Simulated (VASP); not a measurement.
# Al2Cu (I4/mcm) in VASP: further runs

Runs on Al2Cu. Level: PBEsol. Tasks: single point.

Everything below comes from runs of VASP 6.6.1. Logs are shortened: lines on timing, memory, paths and dates and some standing lists are left out, and cuts for length are marked.

## (1) The cell of the first run

It takes space group I4/mcm (No. 140, tetragonal). Conventional cell: a = 6.293 Å, b = 6.293 Å, c = 4.828 Å, α = 90.00°, β = 90.00°, γ = 90.00°. Al (site symmetry m2m) has 4 Cu at 2.66 Å and 11 Al at 2.84 to 3.35 Å within 3.5 Å. Cu (site symmetry 422) has 2 Cu at 2.41 Å and 8 Al at 2.66 Å within 3.2 Å.

## (2) Single point, PBEsol

The input, INCAR:

```
SYSTEM = Al2Cu
  PREC = Accurate
  ENCUT = 520
  EDIFF = 1E-7
  ISMEAR = 0
  SIGMA = 0.15
  LREAL = .False.
  LASPH = .True.
  NELM = 100
  ALGO = Fast
  ISIF = 2
  LWAVE = .False.
  LCHARG = .True.
  GGA = PS
  LELF = .True.
  LVHAR = .True.
  NBANDS = 26
```

The input, KPOINTS:

```
Automatic mesh
0
Gamma
  10 10 10
  0 0 0
```

The input, POSCAR:

```
Al2Cu
1.0
   -3.1463500000      3.1463500000      2.4138103907
    3.1463500000     -3.1463500000      2.4138103907
    3.1463500000      3.1463500000     -2.4138103907
Al Cu
4 2
Direct
    0.1593210787      0.6593210787      0.8186421574
    0.6593210787      0.8406789213      0.5000000000
    0.8406789213      0.3406789213      0.1813578426
    0.3406789213      0.1593210787      0.5000000000
    0.7500000000      0.7500000000      0.0000000000
    0.2500000000      0.2500000000      0.0000000000
```

Potentials or basis: VASP PAW PBE potentials, release 64 (Al, Cu).

Run with:

```
$ cat potpaw_PBE.64/Al/POTCAR potpaw_PBE.64/Cu/POTCAR > POTCAR
$ mpirun -np 1 vasp_std > vasp.out
```

OUTCAR:

```text
SYSTEM = Al2Cu
   PREC = Accurate
   ENCUT = 520
   EDIFF = 1E-7
   ISMEAR = 0
   LREAL = .False.
   LASPH = .True.
   NELM = 100
   ISIF = 2
   GGA = PS

 ion  position               nearest neighbor table
   1  0.159  0.659  0.819-   5 2.66   6 2.66   5 2.66   6 2.66   3 2.84   3 2.90   3 2.90   4 3.14
                             2 3.14   2 3.14   4 3.14   4 3.35   2 3.35   2 3.35   4 3.35
   2  0.659  0.841  0.500-   6 2.66   5 2.66   5 2.66   6 2.66   4 2.84   4 2.90   4 2.90   3 3.14
                             1 3.14   1 3.14   3 3.14   1 3.35   3 3.35   1 3.35   3 3.35
   3  0.841  0.341  0.181-   5 2.66   6 2.66   5 2.66   6 2.66   1 2.84   1 2.90   1 2.90   2 3.14
                             4 3.14   4 3.14   2 3.14   4 3.35   2 3.35   4 3.35   2 3.35
   4  0.341  0.159  0.500-   5 2.66   6 2.66   6 2.66   5 2.66   2 2.84   2 2.90   2 2.90   3 3.14
                             1 3.14   1 3.14   3 3.14   1 3.35   3 3.35   3 3.35   1 3.35
   5  0.750  0.750  0.000-   6 2.41   6 2.41   4 2.66   2 2.66   4 2.66   2 2.66   1 2.66   3 2.66
                             3 2.66   1 2.66
   6  0.250  0.250  0.000-   5 2.41   5 2.41   2 2.66   4 2.66   2 2.66   4 2.66   3 2.66   1 2.66
                             1 2.66   3 2.66

  LATTYP: Found a body centered tetragonal cell.
 ALAT       =     6.2927000000
 C/A-ratio  =     0.7671779652

  Lattice vectors:

 A1 = (  -3.1463500000,   3.1463500000,   2.4138103907)
 A2 = (   3.1463500000,  -3.1463500000,   2.4138103907)
 A3 = (   3.1463500000,   3.1463500000,  -2.4138103907)

Analysis of symmetry for initial positions (statically):
=====================================================================
 Subroutine PRICEL returns:
 Original cell was already a primitive cell.

 Routine SETGRP: Setting up the symmetry group for a
 body centered tetragonal supercell.

 Subroutine GETGRP returns: Found 16 space group operations
 (whereof  8 operations were pure point group operations)
 out of a pool of 16 trial point group operations.

The static configuration has the point symmetry C_4h.
 The point group associated with its full space group is D_4h.

Analysis of symmetry for dynamics (positions and initial velocities):
=====================================================================
 Subroutine PRICEL returns:
 Original cell was already a primitive cell.

 Routine SETGRP: Setting up the symmetry group for a
 body centered tetragonal supercell.

 Subroutine GETGRP returns: Found 16 space group operations
 (whereof  8 operations were pure point group operations)
 out of a pool of 16 trial point group operations.

The dynamic configuration has the point symmetry C_4h.
 The point group associated with its full space group is D_4h.

 Subroutine INISYM returns: Found 16 space group operations
 (whereof  8 operations are pure point group operations),
 and found     1 'primitive' translations

----------------------------------------------------------------------------------------

                                     Primitive cell

  volume of cell :      95.5822

  direct lattice vectors                    reciprocal lattice vectors
    -3.146350000  3.146350000  2.413810391     0.000000000  0.158914298  0.207141374
     3.146350000 -3.146350000  2.413810391     0.158914298  0.000000000  0.207141374
     3.146350000  3.146350000 -2.413810391     0.158914298  0.158914298  0.000000000

  length of vectors
     5.062165273  5.062165273  5.062165273     0.261077197  0.261077197  0.224738755

  position of ions in fractional coordinates (direct lattice)
     0.159321079  0.659321079  0.818642157
     0.659321079  0.840678921  0.500000000
     0.840678921  0.340678921  0.181357843
     0.340678921  0.159321079  0.500000000
     0.750000000  0.750000000  0.000000000
     0.250000000  0.250000000  0.000000000

  ion indices of the primitive-cell ions
   primitive index   ion index
                 1           1
                 2           2
                 3           3
                 4           4
                 5           5
                 6           6

----------------------------------------------------------------------------------------

 KPOINTS: Automatic mesh

Automatic generation of k-mesh.
 Grid dimensions read from file:
 generate k-points for:   10   10   10

 Generating k-lattice:

  Cartesian coordinates                     Fractional coordinates (reciprocal lattice)
     0.000000000  0.015891430  0.020714137     0.100000000  0.000000000 -0.000000000
     0.015891430  0.000000000  0.020714137     0.000000000  0.100000000 -0.000000000
     0.015891430  0.015891430  0.000000000     0.000000000  0.000000000  0.100000000

  Length of vectors
     0.026107720  0.026107720  0.022473875

  Shift w.r.t. Gamma in fractional coordinates (k-lattice)
     0.000000000  0.000000000  0.000000000

 Subroutine IBZKPT returns following result:
 ===========================================

 Found    102 irreducible k-points:

 Following reciprocal coordinates:
            Coordinates               Weight
  0.000000  0.000000  0.000000      1.000000
  0.100000  0.000000 -0.000000      8.000000
  0.200000  0.000000 -0.000000      8.000000
  0.300000  0.000000  0.000000      8.000000
  0.400000 -0.000000  0.000000      8.000000
  0.500000  0.000000  0.000000      4.000000
[... 16 lines left out ...]
  0.300000  0.300000  0.000000      8.000000
  0.400000  0.300000  0.000000     16.000000
 [... further k-points ...]
   k-points           NKPTS =    102   k-points in BZ     NKDIM =    102   number of bands    NBANDS=     26
   number of dos      NEDOS =    301   number of ions     NIONS =      6
   total plane-waves  NPLWV =  64000
   dimension x,y,z NGX =    40 NGY =   40 NGZ =   40
   dimension x,y,z NGXF=    80 NGYF=   80 NGZF=   80
   ions per type =               4   2
   NGX,Y,Z   is equivalent  to a cutoff of  13.14, 13.14, 13.14 a.u.
   NGXF,Y,Z  is equivalent  to a cutoff of  26.27, 26.27, 26.27 a.u.
 SYSTEM =  Al2Cu
   PREC   = accura    normal or accurate (medium, high low for compatibility)
   ISTART =      0    job   : 0-new  1-cont  2-samecut
   ICHARG =      2    charge: 1-file 2-atom 10-const
   ISPIN  =      1    spin polarized calculation?
   LNONCOLLINEAR =      F non collinear calculations
   LSORBIT =      F    spin-orbit coupling
   LASPH  =      T    aspherical Exc in radial PAW
   ENCUT  =  520.0 eV  38.22 Ry    6.18 a.u.   9.41  9.41  9.41*2*pi/ulx,y,z
   NELM   =    100;   NELMIN=  2; NELMDL= -5     # of ELM steps
   EDIFF  = 0.1E-06   stopping-criterion for ELM
   LREAL  =      F    real-space projection
   EDIFFG = 0.1E-05   stopping-criterion for IOM
   NSW    =      0    number of steps for IOM
   IBRION =     -1    ionic relax: 0-MD 1-quasi-New 2-CG
   NFREE  =      0    steps in history (QN), initial steepest desc. (CG)
   ISIF   =      2    stress and relaxation
   ISYM   =      2    0-nonsym 1-usesym 2-fastsym
   POTIM  = 0.5000    time-step for ionic-motion
   TEBEG  =    0.0;   TEEND  =   0.0 temperature during run
   PSTRESS=    0.0 pullay stress
   NELECT =      34.0000    total number of electrons
   NUPDOWN=      -1.0000    fix difference up-down
   EMIN   =  10.00;   EMAX   =-10.00  energy-range for DOS
   EFERMI =   0.00;   METHOD = LEGACY
   ISMEAR =     0;   SIGMA  =   0.15  broadening in eV -4-tet -1-fermi 0-gaus
   EFERMI_NEDOS =   21; number of points for ismear=-14 and -15
   IALGO  =     68    algorithm
   IMIX   =      4    mixing-type and parameters
     AMIX     =   0.40;   BMIX     =  1.00
     AMIX_MAG =   1.60;   BMIX_MAG =  1.00
  volume/ion in A,a.u.               =      15.93       107.50
  Fermi-wavevector in a.u.,A,eV,Ry     =   1.159957  2.192002 18.306657  1.345501
  Thomas-Fermi vector in A             =   2.296545
   LORBIT       =      0    0 simple, 1 ext, 2 COOP (PROOUT), +10 PAW based schemes
   GGA     = PS    functional components
   LHFCALC =     F    Hartree Fock is set to
   AEXX    =    0.0000 exact exchange contribution
   IVDW    =     0    specifies the selected vdW correction
   LEPSILON=     F    determine dielectric tensor
   LRPA    =     F    only Hartree local field effects (RPA)
 non-spin polarized calculation
 RMM-DIIS sequential band-by-band and
 Gauss-broadening in eV      SIGMA  =   0.15
  energy-cutoff  :      520.00
  volume of cell :       95.58
 maximum number of plane-waves:      2605
 NGX is ok and might be reduce to    40
   NGX = 19   NGY = 19   NGZ = 19

 number of electron      33.9999983 magnetization

 Free energy of the ion-electron system (eV)
  ---------------------------------------------------
  ext. energy  EPLUGINS =         0.00000000
  ---------------------------------------------------
  free energy    TOTEN  =       -25.72767083 eV

  energy without entropy =      -25.70492929  energy(sigma->0) =      -25.71630006

 E-fermi :   7.2405     XC(G=0): -10.6678

 val. band max:        7.2273465573   @ k =  -0.2000   0.3000   0.1000
 cond. band min:       7.2447890757   @ k =  -0.2000   0.3000   0.2000
 fundamental gap:      0.0174425184
 Fermi energy:         7.2405142206

 k-point     1 :       0.0000    0.0000    0.0000
  band No.  band energies     occupation
      1      -3.1114      2.00000
      2       2.0695      2.00000
      3       2.2706      2.00000
      4       2.3942      2.00000
      5       2.3942      2.00000
      6       3.2091      2.00000
[... 18 lines left out ...]
     25      11.7225      0.00000
     26      12.4558      0.00000

 k-point     2 :       0.1000    0.0000   -0.0000
  band No.  band energies     occupation
      1      -3.0087      2.00000
      2       2.0552      2.00000
      3       2.2944      2.00000
      4       2.3728      2.00000
      5       2.3877      2.00000
      6       3.1900      2.00000
[... 18 lines left out ...]
     25      11.8357      0.00000
[... 608 lines left out ...]
     25      13.2815      0.00000
     26      14.8455      0.00000

 k-point    24 :       0.4000    0.3000    0.0000
  band No.  band energies     occupation
      1      -0.8762      2.00000
      2      -0.1613      2.00000
      3       0.7891      2.00000
      4       2.2557      2.00000
      5       2.6620      2.00000
      6       2.8711      2.00000
[... 18 lines left out ...]
     25      13.3983      0.00000
     26      13.6883      0.00000

 [... further k-points ...]

------------------------ aborting loop because EDIFF is reached ----------------------------------------

  FORCE on cell =-STRESS in cart. coord.  units (eV):
  Direction    XX          YY          ZZ          XY          YZ          ZX
  --------------------------------------------------------------------------------------
  -------------------------------------------------------------------------------------
  Total       -5.9980272     -5.9980272     -2.6073223      0.0000000     -0.0000000      0.0000000
  in kB     -100.5406770   -100.5406770    -43.7046957      0.0000000     -0.0000000      0.0000000
  external PRESSURE =     -81.5953499 kB  Pullay stress =       0.0000000 kB

 VOLUME and BASIS-vectors are now :
 -----------------------------------------------------------------------------
  energy-cutoff  :      520.00
  volume of cell :       95.58
      direct lattice vectors                 reciprocal lattice vectors
    -3.146350000  3.146350000  2.413810391     0.000000000  0.158914298  0.207141374
     3.146350000 -3.146350000  2.413810391     0.158914298  0.000000000  0.207141374
     3.146350000  3.146350000 -2.413810391     0.158914298  0.158914298  0.000000000

 POSITION                                       TOTAL-FORCE (eV/Angst)
 -----------------------------------------------------------------------------------
      4.14891      1.00256      0.00000        -0.034214     -0.034214      0.000000
      2.14379      1.00256      2.41381         0.034214     -0.034214      0.000000
     -1.00256      2.14379      2.41381         0.034214      0.034214     -0.000000
      1.00256      2.14379      0.00000        -0.034214      0.034214      0.000000
      0.00000      0.00000      3.62072        -0.000000      0.000000      0.000000
      0.00000      0.00000      1.20691        -0.000000      0.000000      0.000000
 -----------------------------------------------------------------------------------
    total drift:                               -0.000000     -0.000000      0.000000

  FREE ENERGIE OF THE ION-ELECTRON SYSTEM (eV)
  ---------------------------------------------------
  free  energy   TOTEN  =       -25.7276708272 eV

  energy  without entropy=      -25.7049292878  energy(sigma->0) =      -25.71630006
```

Wall time 3.8 min (1 thread of AMD EPYC 9R45 (Zen 5), shared host); peak memory 0.35 GiB.

What came out:

```
Free energy            : -25.7277 eV
Pressure               : -8.2 GPa
Largest force          : 0.048 eV/Å
Band gap on the k mesh : zero (bands 17 and 18 overlap by 4.51 eV)
```

Forces in eV/Å, atoms in the order of the input:
```
Al  -0.034 -0.034  0.000
Al   0.034 -0.034  0.000
Al   0.034  0.034  0.000
Al  -0.034  0.034  0.000
Cu   0.000  0.000  0.000
Cu   0.000  0.000  0.000
```

Caveat: the stress differs along the axes, from -10 to -4 GPa; the PAW data sets were made with another functional, which shifts forces and pressure a little.

(Continued in part 2 of 2.)

The gap in the log of VASP goes by the Fermi energy; the results here count the filled bands.